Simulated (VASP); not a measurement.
# BiTe (R-3m) in VASP: notebook

BiTe is run at these levels: PBEsol; tasks: single point.

Program: VASP 6.6.1. These are calculated values, not measurements. Logs are shortened: lines on timing, memory, paths and dates and some standing lists are left out, and cuts for length are marked.

### 1 The cell of the first run

The structure is trigonal, space group R-3m (No. 166). The conventional cell has a = 4.845 Å, b = 4.845 Å, c = 10.101 Å, α = 90.00°, β = 90.00°, γ = 120.00°. Bi (site symmetry -3m) has 6 Te at 3.27 Å and 6 Bi at 4.38 Å within 4.4 Å. Within 4.4 Å of Te (site symmetry -3m) lie 6 Bi at 3.27 Å and 6 Te at 4.38 Å.

### 2 Single point, PBEsol (strain +0.000 along x and y, +0.015 along z)

The input, INCAR:

```
SYSTEM = BiTe
ALGO = Normal
EDIFF = 1E-6
ENCUT = 520
GGA = PS
ISIF = 2
ISMEAR = 0
LASPH = .TRUE.
LCHARG = .FALSE.
LREAL = .FALSE.
LWAVE = .FALSE.
NBANDS = 18
NELM = 60
PREC = Accurate
SIGMA = 0.15
```

The input, KPOINTS:

```
k-points
0
G
  12 12 12
  0 0 0
```

The input, POSCAR:

```
BiTe
1.0
    2.4227077728      1.3987509848      3.3670513338
   -2.4227077728      1.3987509848      3.3670513338
    0.0000000000     -2.7975019696      3.3670513338
Bi Te
1 1
Direct
    0.5000000000      0.5000000000      0.5000000000
    0.0000000000      0.0000000000      0.0000000000
```

Potentials or basis: VASP PAW PBE potentials, release 64 (Bi_d, Te).

On the command line:

```bash
> cat potpaw_PBE.64/Bi_d/POTCAR potpaw_PBE.64/Te/POTCAR > POTCAR
> mpirun -np 1 vasp_std > vasp.out
```

OUTCAR:

```text
SYSTEM = BiTe
   EDIFF = 1E-6
   ENCUT = 520
   GGA = PS
   ISIF = 2
   ISMEAR = 0
   LASPH = .TRUE.
   LREAL = .FALSE.
   NELM = 60
   PREC = Accurate

 ion  position               nearest neighbor table
   1  0.500  0.500  0.500-   2 3.27   2 3.27   2 3.27   2 3.27   2 3.27   2 3.27
   2  0.000  0.000  0.000-   1 3.27   1 3.27   1 3.27   1 3.27   1 3.27   1 3.27

  LATTYP: Found a trigonal (rhomboedric) cell.
 ALAT       =     4.3775623301
 COS(alpha) =     0.3874135533

  Lattice vectors:

 A1 = (   2.4227077728,   1.3987509848,   3.3670513338)
 A2 = (  -2.4227077728,   1.3987509848,   3.3670513338)
 A3 = (   0.0000000000,  -2.7975019696,   3.3670513338)

Analysis of symmetry for initial positions (statically):
=====================================================================
 Subroutine PRICEL returns:
 Original cell was already a primitive cell.

 Routine SETGRP: Setting up the symmetry group for a
 trigonal (rhombohedral) supercell.

 Subroutine GETGRP returns: Found 12 space group operations
 (whereof 12 operations were pure point group operations)
 out of a pool of 12 trial point group operations.

The static configuration has the point symmetry D_3d.

Analysis of symmetry for dynamics (positions and initial velocities):
=====================================================================
 Subroutine PRICEL returns:
 Original cell was already a primitive cell.

 Routine SETGRP: Setting up the symmetry group for a
 trigonal (rhombohedral) supercell.

 Subroutine GETGRP returns: Found 12 space group operations
 (whereof 12 operations were pure point group operations)
 out of a pool of 12 trial point group operations.

The dynamic configuration has the point symmetry D_3d.

 Subroutine INISYM returns: Found 12 space group operations
 (whereof 12 operations are pure point group operations),
 and found     1 'primitive' translations

----------------------------------------------------------------------------------------

                                     Primitive cell

  volume of cell :      68.4609

  direct lattice vectors                    reciprocal lattice vectors
     2.422707773  1.398750985  3.367051334     0.206380648  0.119153923  0.098998590
    -2.422707773  1.398750985  3.367051334    -0.206380648  0.119153923  0.098998590
     0.000000000 -2.797501970  3.367051334     0.000000000 -0.238307845  0.098998590

  length of vectors
     4.377562330  4.377562330  4.377562330     0.258052998  0.258052998  0.258052998

  position of ions in fractional coordinates (direct lattice)
     0.500000000  0.500000000  0.500000000
     0.000000000  0.000000000  0.000000000

  ion indices of the primitive-cell ions
   primitive index   ion index
                 1           1
                 2           2

----------------------------------------------------------------------------------------

 KPOINTS: k-points

Automatic generation of k-mesh.
 Grid dimensions read from file:
 generate k-points for:   12   12   12

 Generating k-lattice:

  Cartesian coordinates                     Fractional coordinates (reciprocal lattice)
     0.017198387  0.009929494  0.008249882     0.083333333 -0.000000000  0.000000000
    -0.017198387  0.009929494  0.008249882    -0.000000000  0.083333333  0.000000000
     0.000000000 -0.019858987  0.008249882     0.000000000  0.000000000  0.083333333

  Length of vectors
     0.021504417  0.021504417  0.021504417

  Shift w.r.t. Gamma in fractional coordinates (k-lattice)
     0.000000000  0.000000000  0.000000000

 Subroutine IBZKPT returns following result:
 ===========================================

 Found    189 irreducible k-points:

 Following reciprocal coordinates:
            Coordinates               Weight
  0.000000  0.000000  0.000000      1.000000
  0.083333  0.000000  0.000000      6.000000
  0.166667  0.000000  0.000000      6.000000
  0.250000  0.000000  0.000000      6.000000
  0.333333  0.000000  0.000000      6.000000
  0.416667  0.000000  0.000000      6.000000
[... 16 lines left out ...]
  0.500000  0.166667  0.000000     12.000000
 -0.416667  0.166667 -0.000000     12.000000
 [... further k-points ...]
   k-points           NKPTS =    189   k-points in BZ     NKDIM =    189   number of bands    NBANDS=     18
   number of dos      NEDOS =    301   number of ions     NIONS =      2
   total plane-waves  NPLWV =  46656
   dimension x,y,z NGX =    36 NGY =   36 NGZ =   36
   dimension x,y,z NGXF=    72 NGYF=   72 NGZF=   72
   ions per type =               1   1
   NGX,Y,Z   is equivalent  to a cutoff of  13.67, 13.67, 13.67 a.u.
   NGXF,Y,Z  is equivalent  to a cutoff of  27.34, 27.34, 27.34 a.u.
 SYSTEM =  BiTe
   PREC   = accura    normal or accurate (medium, high low for compatibility)
   ISTART =      0    job   : 0-new  1-cont  2-samecut
   ICHARG =      2    charge: 1-file 2-atom 10-const
   ISPIN  =      1    spin polarized calculation?
   LNONCOLLINEAR =      F non collinear calculations
   LSORBIT =      F    spin-orbit coupling
   LASPH  =      T    aspherical Exc in radial PAW
   ENCUT  =  520.0 eV  38.22 Ry    6.18 a.u.   8.14  8.14  8.14*2*pi/ulx,y,z
   NELM   =     60;   NELMIN=  2; NELMDL= -5     # of ELM steps
   EDIFF  = 0.1E-05   stopping-criterion for ELM
   LREAL  =      F    real-space projection
   EDIFFG = 0.1E-04   stopping-criterion for IOM
   NSW    =      0    number of steps for IOM
   IBRION =     -1    ionic relax: 0-MD 1-quasi-New 2-CG
   NFREE  =      0    steps in history (QN), initial steepest desc. (CG)
   ISIF   =      2    stress and relaxation
   ISYM   =      2    0-nonsym 1-usesym 2-fastsym
   POTIM  = 0.5000    time-step for ionic-motion
   TEBEG  =    0.0;   TEEND  =   0.0 temperature during run
   PSTRESS=    0.0 pullay stress
   NELECT =      21.0000    total number of electrons
   NUPDOWN=      -1.0000    fix difference up-down
   EMIN   =  10.00;   EMAX   =-10.00  energy-range for DOS
   EFERMI =   0.00;   METHOD = LEGACY
   ISMEAR =     0;   SIGMA  =   0.15  broadening in eV -4-tet -1-fermi 0-gaus
   EFERMI_NEDOS =   21; number of points for ismear=-14 and -15
   IALGO  =     38    algorithm
   IMIX   =      4    mixing-type and parameters
     AMIX     =   0.40;   BMIX     =  1.00
     AMIX_MAG =   1.60;   BMIX_MAG =  1.00
  volume/ion in A,a.u.               =      34.23       231.00
  Fermi-wavevector in a.u.,A,eV,Ry     =   1.104080  2.086408 16.585395  1.218992
  Thomas-Fermi vector in A             =   2.240547
   LORBIT       =      0    0 simple, 1 ext, 2 COOP (PROOUT), +10 PAW based schemes
   GGA     = PS    functional components
   LHFCALC =     F    Hartree Fock is set to
   AEXX    =    0.0000 exact exchange contribution
   IVDW    =     0    specifies the selected vdW correction
   LEPSILON=     F    determine dielectric tensor
   LRPA    =     F    only Hartree local field effects (RPA)
 non-spin polarized calculation
 Gauss-broadening in eV      SIGMA  =   0.15
  energy-cutoff  :      520.00
  volume of cell :       68.46
 maximum number of plane-waves:      1862
 NGX is ok and might be reduce to    36
   NGX = 17   NGY = 17   NGZ = 17

 number of electron      21.0000006 magnetization

 Free energy of the ion-electron system (eV)
  ---------------------------------------------------
  ext. energy  EPLUGINS =         0.00000000
  ---------------------------------------------------
  free energy    TOTEN  =        -7.97254647 eV

  energy without entropy =       -7.95645114  energy(sigma->0) =       -7.96449880

 E-fermi :   6.3358     XC(G=0):  -9.5631

 val. band max:        6.3341020665   @ k =  -0.2500   0.1667  -0.0000
 cond. band min:       6.3416990942   @ k =  -0.1667   0.5000   0.1667
 fundamental gap:      0.0075970277
 Fermi energy:         6.3358328868

 k-point     1 :       0.0000    0.0000    0.0000
  band No.  band energies     occupation
      1     -16.7827      2.00000
      2     -16.7827      2.00000
      3     -16.7736      2.00000
      4     -16.7736      2.00000
      5     -16.7608      2.00000
      6      -7.0662      2.00000
[... 10 lines left out ...]
     17      12.7518      0.00000
     18      13.1717      0.00000

 k-point     2 :       0.0833    0.0000    0.0000
  band No.  band energies     occupation
      1     -16.7827      2.00000
      2     -16.7826      2.00000
      3     -16.7739      2.00000
      4     -16.7731      2.00000
      5     -16.7606      2.00000
      6      -7.0078      2.00000
[... 10 lines left out ...]
     17      12.7944      0.00000
     18      13.4420      0.00000

 k-point     3 :       0.1667    0.0000    0.0000
  band No.  band energies     occupation
      1     -16.7826      2.00000
      2     -16.7821      2.00000
      3     -16.7747      2.00000
      4     -16.7719      2.00000
      5     -16.7602      2.00000
      6      -6.8338      2.00000
[... 10 lines left out ...]
     17      13.6948      0.00000
     18      14.2106      0.00000

 k-point     4 :       0.2500    0.0000    0.0000
  band No.  band energies     occupation
      1     -16.7828      2.00000
      2     -16.7817      2.00000
      3     -16.7758      2.00000
      4     -16.7705      2.00000
      5     -16.7592      2.00000
      6      -6.5471      2.00000
[... 375 lines left out ...]
      4     -16.7669      2.00000
      5     -16.7571      2.00000
      6      -5.8148      2.00000
[... 10 lines left out ...]
     17      15.7123      0.00000
     18      15.9660      0.00000

 k-point    23 :       0.5000    0.1667    0.0000
  band No.  band energies     occupation
      1     -16.7848      2.00000
      2     -16.7821      2.00000
      3     -16.7756      2.00000
      4     -16.7669      2.00000
      5     -16.7565      2.00000
      6      -5.3400      2.00000
[... 10 lines left out ...]
     17      15.9833      0.00000
     18      16.8380      0.00000

 k-point    24 :      -0.4167    0.1667   -0.0000
  band No.  band energies     occupation
      1     -16.7838      2.00000
      2     -16.7825      2.00000
      3     -16.7755      2.00000
      4     -16.7674      2.00000
      5     -16.7569      2.00000
      6      -5.1915      2.00000
[... 10 lines left out ...]
     17      15.3362      0.00000
     18      15.9659      0.00000

 [... further k-points ...]

------------------------ aborting loop because EDIFF is reached ----------------------------------------

  FORCE on cell =-STRESS in cart. coord.  units (eV):
  Direction    XX          YY          ZZ          XY          YZ          ZX
  --------------------------------------------------------------------------------------
  -------------------------------------------------------------------------------------
  Total       -1.3180041     -1.3180041     -1.2351572      0.0000000     -0.0000000      0.0000000
  in kB      -30.8450090    -30.8450090    -28.9061586      0.0000000     -0.0000000      0.0000000
  external PRESSURE =     -30.1987255 kB  Pullay stress =       0.0000000 kB

 VOLUME and BASIS-vectors are now :
 -----------------------------------------------------------------------------
  energy-cutoff  :      520.00
  volume of cell :       68.46
      direct lattice vectors                 reciprocal lattice vectors
     2.422707773  1.398750985  3.367051334     0.206380648  0.119153923  0.098998590
    -2.422707773  1.398750985  3.367051334    -0.206380648  0.119153923  0.098998590
     0.000000000 -2.797501970  3.367051334     0.000000000 -0.238307845  0.098998590

 POSITION                                       TOTAL-FORCE (eV/Angst)
 -----------------------------------------------------------------------------------
      0.00000      0.00000      5.05058        -0.000000      0.000000      0.000000
      0.00000      0.00000      0.00000         0.000000      0.000000     -0.000000
 -----------------------------------------------------------------------------------
    total drift:                               -0.000000     -0.000000      0.000000

  FREE ENERGIE OF THE ION-ELECTRON SYSTEM (eV)
  ---------------------------------------------------
  free  energy   TOTEN  =        -7.9725464697 eV

  energy  without entropy=       -7.9564511381  energy(sigma->0) =       -7.96449880
```

It took 3.2 min on 1 thread of Intel Xeon Platinum 8488C (Sapphire Rapids), shared host; peak memory 0.37 GiB.

Results:

```
Free energy            : -7.9725 eV
Pressure               : -3.0 GPa
Band gap on the k mesh : zero (an odd number of electrons rules out a gap without spin polarisation)
```

Stress tensor (GPa, compression positive):
```
-3.08  0.00  0.00
 0.00 -3.08  0.00
 0.00  0.00 -2.89
```

Caveat: the cell differs from its parent crystal (strain +0.000 along x and y, +0.015 along z); the cell stands under tension; the PAW data sets were made with another functional, which shifts forces and pressure a little; spin-orbit coupling is left out, which moves the levels of the heavy elements.

### 3 Single point, PBEsol (strain +0.015 along x and y, -0.015 along z)

The input, INCAR:

```
SYSTEM = BiTe
ALGO = Normal
EDIFF = 1E-6
ENCUT = 520
GGA = PS
ISIF = 2
ISMEAR = 0
LASPH = .True.
LCHARG = .False.
LREAL = .False.
LWAVE = .False.
NBANDS = 18
NELM = 80
PREC = Accurate
SIGMA = 0.15
```

The input, KPOINTS:

```
k-points
0
Gamma
  12 12 12
  0 0 0
```

The input, POSCAR:

```
BiTe
1.0
    2.4590483894      1.4197322496      3.2675325752
   -2.4590483894      1.4197322496      3.2675325752
    0.0000000000     -2.8394644991      3.2675325752
Bi Te
1 1
Direct
    0.5000000000      0.5000000000      0.5000000000
    0.0000000000      0.0000000000      0.0000000000
```

Potentials or basis: VASP PAW PBE potentials, release 64 (Bi_d, Te).

On the command line:

```bash
> cat potpaw_PBE.64/Bi_d/POTCAR potpaw_PBE.64/Te/POTCAR > POTCAR
> mpirun -np 1 vasp_std > vasp.out
```

Run time: 2.2 min. Hardware: 1 thread of Intel Xeon Platinum 8488C (Sapphire Rapids), shared host; peak memory 0.35 GiB.

The run converged. Its results:

* Free energy: -7.9645 eV
* Pressure: -3.4 GPa
* Band gap on the k mesh: zero (an odd number of electrons rules out a gap without spin polarisation)

Stress tensor (GPa, compression positive):
```
-3.83  0.00  0.00
 0.00 -3.83  0.00
 0.00  0.00 -2.66
```

Levels at points of the mesh, in eV from the Fermi level:
| k point | band 6 | band 7 | band 8 | band 9 | band 10 | band 11 | band 12 | band 13 | band 14 | band 15 |
| --- | --- | --- | --- | --- | --- | --- | --- | --- | --- | --- |
| (0.00, 0.00, 0.00) | -13.34 | -8.36 | -2.86 | -2.86 | -1.42 | 1.85 | 2.57 | 2.57 | 4.01 | 4.01 |
| (0.50, 0.00, 0.00) | -11.48 | -11.29 | -1.79 | -1.75 | -0.98 | -0.89 | -0.54 | 0.47 | 6.58 | 6.74 |
| (0.50, 0.50, 0.00) | -11.59 | -9.96 | -5.46 | -4.44 | -3.05 | 2.50 | 2.90 | 3.50 | 4.38 | 8.06 |
| (0.50, 0.50, 0.50) | -11.09 | -10.83 | -2.33 | -2.33 | -2.28 | -1.64 | -1.30 | -1.30 | 8.03 | 8.61 |

Caveat: the cell differs from its parent crystal (strain +0.015 along x and y, -0.015 along z); the cell stands under tension; the PAW data sets were made with another functional, which shifts forces and pressure a little; spin-orbit coupling is left out, which moves the levels of the heavy elements.
